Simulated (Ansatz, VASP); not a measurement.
# Ga3As3CO: VASP beside Ansatz

INCAR

```
ALGO     = Normal         # electronic algorithm
DIPOL    = 0.5 0.5 0.320
EDIFF    = 1E-6           # SCF threshold, eV
ENCUT    = 520            # plane-wave cutoff, eV
GGA      = PE             # functional
IDIPOL   = 3            
ISIF     = 2              # what is computed and relaxed
ISMEAR   = 0              # smearing method
IVDW     = 12             # dispersion correction
LASPH    = T              # aspherical terms in the spheres
LCHARG   = F              # write CHGCAR
LDIPOL   = T            
LREAL    = F              # projectors in reciprocal space
LWAVE    = F              # write WAVECAR
NBANDS   = 42             # bands
NELM     = 100            # most SCF steps
PREC     = Accurate       # precision mode
SIGMA    = 0.05           # smearing width, eV
```

KPOINTS

```
k-points
0
Gamma
  7 5 1
```

File POSCAR:

```
Ga3As3CO
1.0
    4.0137031111      0.0000000000      0.0000000000
    0.0000000000      5.6762333751      0.0000000000
    0.0000000000      0.0000000000     23.3352699083
Ga As O C
3 3 1 1
Direct
    0.5000000000      0.5000000000      0.1714143447
    0.0000000000      0.0653835255      0.2680035048
    0.5000000000      0.4894639609      0.3228546357
    0.0000000000      0.2500000000      0.1714143447
    0.5000000000      0.8102208698      0.2504948966
    0.0000000000      0.2887573198      0.3593388866
    0.0000000000      0.6220906532      0.4836142866
    0.0000000000      0.6220906532      0.5328959107
```

Input for Ansatz:

```yaml
crystal:
  lattice:
    - [4.0137031111, 0.0, 0.0]
    - [0.0, 5.6762333751, 0.0]
    - [0.0, 0.0, 23.3352699083]
  atoms:
    - { symbol: Ga, position: [0.5, 0.5, 0.1714143447] }
    - { symbol: As, position: [0.0, 0.25, 0.1714143447] }
    - { symbol: Ga, position: [0.0, 0.0653835255, 0.2680035048] }
    - { symbol: As, position: [0.5, 0.8102208698, 0.2504948966] }
    - { symbol: Ga, position: [0.5, 0.4894639609, 0.3228546357] }
    - { symbol: As, position: [0.0, 0.2887573198, 0.3593388866] }
    - { symbol: O, position: [0.0, 0.6220906532, 0.4836142866] }
    - { symbol: C, position: [0.0, 0.6220906532, 0.5328959107] }
basis:
  ecutwfc: 420
kpoints:
  mp_grid: { grid: [7, 5, 1] }
hamiltonian:
  xc: pbe
  pseudopotentials: { kind: paw, azcp: { folder: soft_1 } }
  dispersion: d3bj
scf:
  occupations: { method: gaussian, width: 0.05 }
output:
  forces: true
  eigenvalues: true
efield:
  axis: 3
  dipole_correction: true
  ramp_width: 0.04
```

Alike in both runs: task single point; functional PBE; dispersion D3(BJ); k mesh 7 × 5 × 1; occupations gaussian, width 0.05 eV; no spin polarisation.

|  | VASP | Ansatz |
| --- | --- | --- |
| version | VASP 6.6.1 | Ansatz 0.2.0 |
| potentials or method | VASP PAW PBE potentials, release 64 (Ga_d, As, O, C), cutoff 520 eV | scalar-relativistic, plane waves, PAW |
| valence electrons in the cell | 64 | 94 |

VASP gave:

```
gap on the k mesh at the Fermi level (eV) : 0.40
least direct gap on the mesh (eV)         : 0.75
rms of the force components (eV/Å)        : 0.379
```

Task: Which values does Ansatz return?

Result: gap on the k mesh at the Fermi level (eV): 0.41; least direct gap on the mesh (eV): 0.75; rms of the force components (eV/Å): 0.544.

One of these differences is far larger than is usual between the two programs; its cause wasn't traced. VASP's potentials hold 64 valence electrons a cell and Ansatz's 94, so a difference there can come from the potentials and not from the codes.

Noted on VASP's run: the standard files for N, O and F lose accuracy on very short bonds.
